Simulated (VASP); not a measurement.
Se:

```
Se
1.0
     2.81056    0.00000    0.00000
     0.00000    2.81056    0.00000
     0.00000    0.00000    2.81056
Se
1
Direct
  0.00000 0.00000 0.00000
```

```yaml
Program: VASP 6.6.1
Task: relaxation of cell and atoms
Functional: PBEsol
Dispersion: D3(BJ)
Potentials_or_basis: VASP PAW PBE potentials, release 64 (Se)
Cutoff: 600 eV
k_mesh: 12 × 12 × 12
Occupations: methfessel-paxton, width 0.1 eV
Spin: no spin polarisation
```

At the start: pressure -4.3 GPa; volume 22.20 Å³/atom.

Problem. How do energy, volume and symmetry change on relaxing?

Solution. Over 3 steps the energy falls by 16.5 meV/atom and the volume is 21.03 Å³/atom (-5.3 %); space group Pm-3m (No. 221, to 0.05 Å).

Step by step:
| step | energy change (eV) | largest force (eV/Å) | pressure (GPa) | volume (Å³) |
| --- | --- | --- | --- | --- |
| 1 | 0.0000 | 0.0000 | -4.29 | 22.20 |
| 2 | -0.0101 | 0.0000 | 3.16 | 20.35 |
| 3 | -0.0165 | 0.0000 | 0.00 | 21.03 |

Final structure:
```
CELL_PARAMETERS angstrom
2.76014 0.00000 0.00000
0.00000 2.76014 0.00000
0.00000 0.00000 2.76014
ATOMIC_POSITIONS crystal
Se 0.00000 0.00000 0.00000
```

Caveat: the PAW data sets were made with another functional, which shifts forces and pressure a little; pairwise dispersion overbinds metals, which lowers pressure and volume.
